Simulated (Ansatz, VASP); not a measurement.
Two plane-wave programs on Na

INCAR

```
SYSTEM = Na
PREC = Accurate
ENCUT = 520
EDIFF = 1E-7
ISMEAR = -1
SIGMA = 0.1
LREAL = .False.
LASPH = .True.
NELM = 80
ALGO = Normal
ISIF = 2
LWAVE = .False.
LCHARG = .False.
GGA = PE
NBANDS = 10
```

The input KPOINTS:

```
regular mesh
0
Gamma
  17 17 17
  0 0 0
```

Contents of POSCAR:

```
Na
1.0
    0.0000000000      2.6110784946      2.6110784946
    2.6110784946      0.0000000000      2.6110784946
    2.6110784946      2.6110784946      0.0000000000
Na
1
Direct
    0.0000000000      0.0000000000      0.0000000000
```

Input for Ansatz:

```yaml
crystal:
  lattice:
    - [0.0, 2.6110784946, 2.6110784946]
    - [2.6110784946, 0.0, 2.6110784946]
    - [2.6110784946, 2.6110784946, 0.0]
  atoms:
    - { symbol: Na, position: [0.0, 0.0, 0.0] }
hamiltonian:
  xc: pbe
  pseudopotentials:
    kind: paw
    azcp:
      Na: "pseudopotentials/Na.paw.azcp"
basis:
  ecutwfc: 420
  fft_grid_basis: typed
kpoints:
  mp_grid: { grid: [17, 17, 17], shift: [0, 0, 0] }
magnetization:
  spin_polarized: false
scf:
  occupations: { method: fermi_dirac, width: 0.1 }
output:
  stress: true
```

Alike in both runs: task single point; functional PBE; k mesh 17 × 17 × 17; occupations fermi-dirac, width 0.1 eV; no spin polarisation.

|  | VASP | Ansatz |
| --- | --- | --- |
| version | VASP 6.6.1 | Ansatz 0.2.0 |
| potentials or method | VASP PAW PBE potentials, release 64 (Na_pv), cutoff 520 eV | plane waves (420 eV) with PAW, scalar-relativistic |
| valence electrons in the cell | 7 | 9 |

```csv
,VASP,Ansatz,Ansatz less VASP
pressure (GPa),0.3,0.3,0.00
```

With one functional, cell and mesh, what is left measures potentials, basis and numerics. VASP's potentials hold 7 valence electrons a cell and Ansatz's 9, so a difference there can come from the potentials and not from the codes.
